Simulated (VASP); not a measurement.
Set up this calculation in VASP 6.6.1, as the native input.

```yaml
Task: relaxation of shape and atoms at fixed volume
Functional: PBE
Dispersion: D3(BJ)
Potentials_or_basis: VASP PAW PBE potentials, release 64 (B, N)
Cutoff: 600 eV
k_mesh: 10 × 10 × 6
Occupations: gaussian, width 0.05 eV
Spin: no spin polarisation
Dipole_correction: no
Further_INCAR_settings: ALGO = Normal; EDIFF = 1e-07; IBRION = 2; EDIFFG = -0.01; NSW = 60; ISIF = 4
```

The structure of BN lies in POSCAR:

```
BN
1.0
    2.5585640260      0.0000000000      0.0000000000
   -1.2792820130      2.2157814437      0.0000000000
    0.0000000000      0.0000000000      4.2310641708
B N
2 2
Direct
    0.6666666667      0.3333333333      0.0002146919
    0.3333333333      0.6666666667      0.5002146919
    0.6666666667      0.3333333333      0.3747853081
    0.3333333333      0.6666666667      0.8747853081
```

The input as run:

INCAR

```
ALGO     = Normal         # electronic algorithm
EDIFF    = 1E-7           # SCF threshold, eV
EDIFFG   = -0.01          # ionic threshold
ENCUT    = 600            # plane-wave cutoff, eV
GGA      = PE             # functional
GGA_COMPAT= F            
IBRION   = 2              # ionic algorithm
ISIF     = 4              # what is computed and relaxed
ISMEAR   = 0              # smearing method
IVDW     = 12             # dispersion correction
LASPH    = T              # aspherical terms in the spheres
LCHARG   = F              # write CHGCAR
LREAL    = F              # projectors in reciprocal space
LWAVE    = F              # write WAVECAR
NELM     = 120            # most SCF steps
NELMIN   = 4            
NSW      = 60             # ionic steps
PREC     = Accurate       # precision mode
SIGMA    = 0.05           # smearing width, eV
```

KPOINTS

```
k-points
0
Gamma
  10 10 6
```

Potentials or basis: VASP PAW PBE potentials, release 64 (B, N).

Run with:

```console
$ cat potpaw_PBE.64/B/POTCAR potpaw_PBE.64/N/POTCAR > POTCAR
$ mpirun -np 1 vasp_std > vasp.out
```

Results of the run:

```json
{
 "Pressure after relaxing": "-7.3 GPa",
 "Largest force after relaxing": "0.008 eV/Å",
 "Band gap on the k mesh": "5.41 eV (least direct gap 8.20 eV)",
 "Dispersion energy per atom": "-0.206 eV"
}
```

Caveat: the relaxation stopped at its first step, so nothing moved.

Run time: 30 s on 1 thread of Intel(R) Xeon(R) Platinum 8259CL CPU @ 2.50GHz (Skylake/Cascade Lake), on a shared host, peak memory 0.16 GiB.
